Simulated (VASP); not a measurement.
Al2Cu, 3 atoms in the cell. The structure is trigonal, space group R3m (No. 160). Conventional cell: a = 4.127 Å, b = 4.127 Å, c = 9.892 Å, α = 90.00°, β = 90.00°, γ = 120.00°. Within 3.1 Å of Al (site symmetry 3m) lie 4 Al at 2.32 to 2.58 Å and 6 Cu at 2.75 to 3.07 Å. Al (site symmetry 3m) has 4 Al at 2.32 to 2.58 Å and 4 Cu at 2.41 to 2.91 Å within 3.1 Å. Within 3.2 Å of Cu (site symmetry 3m) lie 10 Al at 2.41 to 3.07 Å. The cell was built from a structure type or drawn by symmetry, and may not be a known phase.

| Item | Value |
| --- | --- |
| Program | VASP 6.6.1 |
| Task | single point |
| Functional | PBE |
| Potentials or basis | VASP PAW PBE potentials, release 64 (Al, Cu) |
| Cutoff | 520 eV |
| k mesh | 6 × 6 × 6 |
| Occupations | gaussian, width 0.1 eV |
| Spin | no spin polarisation |
| Dipole correction | no |
| Further INCAR settings | ALGO = Normal; EDIFF = 1e-06; NBANDS = 16 |

Potentials or basis: VASP PAW PBE potentials, release 64 (Al, Cu).

Command:

```sh
$ cat potpaw_PBE.64/Al/POTCAR potpaw_PBE.64/Cu/POTCAR > POTCAR
$ mpirun -np 1 vasp_std > vasp.out
```

Hardware: 1 thread of Intel(R) Xeon(R) Platinum 8488C (Sapphire Rapids) (shared host).

Question: How long does it take, and how much memory?

Answer: Run time: 17 s on 1 thread of Intel(R) Xeon(R) Platinum 8488C (Sapphire Rapids), with other jobs on the host, peak memory 0.17 GiB. Counts: scf iterations 14, k points 32.
